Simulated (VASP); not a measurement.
Al, 4 atoms in the cell. Symmetry: P6_3/mmc, No. 194, hexagonal system. Conventional cell: a = 3.040 Å, b = 3.040 Å, c = 7.982 Å, α = 90.00°, β = 90.00°, γ = 120.00°. Within 3.5 Å of Al (site symmetry -3m) lie 12 Al at 2.66 to 3.04 Å. Within 3.5 Å of Al (site symmetry -6m2) lie 12 Al at 2.66 to 3.04 Å. This isn't the form of Al at room conditions, which is fcc. This cell differs from its parent crystal: ratio of the length along z to the lengths across it x 0.8, volume and fractional coordinates fixed.

```yaml
Program: VASP 6.6.1
Task: single point
Functional: r2SCAN
Potentials_or_basis: VASP PAW PBE potentials, release 64 (Al)
Cutoff: 520 eV
k_mesh: 24 × 24 × 6
Occupations: gaussian, width 0.15 eV
Spin: no spin polarisation
Dipole_correction: no
Further_INCAR_settings: ALGO = Normal; EDIFF = 1e-07; NBANDS = 14
```

Potentials or basis: VASP PAW PBE potentials, release 64 (Al).

The run is started by

```bash
$ cat potpaw_PBE.64/Al/POTCAR > POTCAR
$ cp INCAR.step1 INCAR
$ mpirun -np 1 vasp_std > vasp.out
$ cp INCAR.step2 INCAR
$ mpirun -np 1 vasp_std > vasp.out
```

Hardware: 1 thread of Intel(R) Xeon(R) 6975P-C (Granite Rapids), on a shared host.

Problem. Estimate the wall time of this run.

Solution. It took 4.9 min on 1 thread of Intel(R) Xeon(R) 6975P-C (Granite Rapids), with other jobs on the host, peak memory 0.3 GiB. Counts: k points 244.
